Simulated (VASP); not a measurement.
Wanted: the native input for a VASP 6.6.1 run.

```yaml
Task: single point
Functional: PBE
Potentials_or_basis: VASP PAW PBE potentials, release 64 (Tl_d)
Cutoff: 520 eV
k_mesh: 10 × 10 × 6
Occupations: methfessel-paxton, width 0.3 eV
Spin: no spin polarisation
Dipole_correction: no
Further_INCAR_settings: ALGO = Normal; EDIFF = 1e-07; NBANDS = 20
```

The structure of Tl lies in POSCAR:

```
Tl
1.0
    3.5902820628      0.0000000000      0.0000000000
   -1.7951410314      3.1092754731      0.0000000000
    0.0000000000      0.0000000000      5.6419406004
Tl
2
Direct
    0.3333333333      0.6666666667      0.2500000000
    0.6666666667      0.3333333333      0.7500000000
```

One way to write it, as run:

INCAR

```
SYSTEM = Tl
PREC = Accurate
ENCUT = 520
EDIFF = 1E-7
ISMEAR = 1
SIGMA = 0.3
LREAL = .False.
LASPH = .True.
NELM = 100
ALGO = Normal
ISIF = 2
LWAVE = .False.
LCHARG = .False.
GGA = PE
NBANDS = 20
```

KPOINTS

```
regular mesh
0
Gamma
  10 10 6
  0 0 0
```

Potentials or basis: VASP PAW PBE potentials, release 64 (Tl_d).

Command:

```bash
$ cat potpaw_PBE.64/Tl_d/POTCAR > POTCAR
$ mpirun -np 1 vasp_std > vasp.out
```

Results of the run:

```yaml
Pressure: -0.1 GPa
Band_gap_on_the_k_mesh: zero (band 13 reaches 8.92 eV, above the bottom of band 14 at 3.64 eV)
```

Caveat: spin-orbit coupling is left out, which moves the levels of the heavy elements.

It took 22 s on 1 thread of Intel(R) Xeon(R) 6975P-C (Granite Rapids) (shared host), peak memory 0.2 GiB.
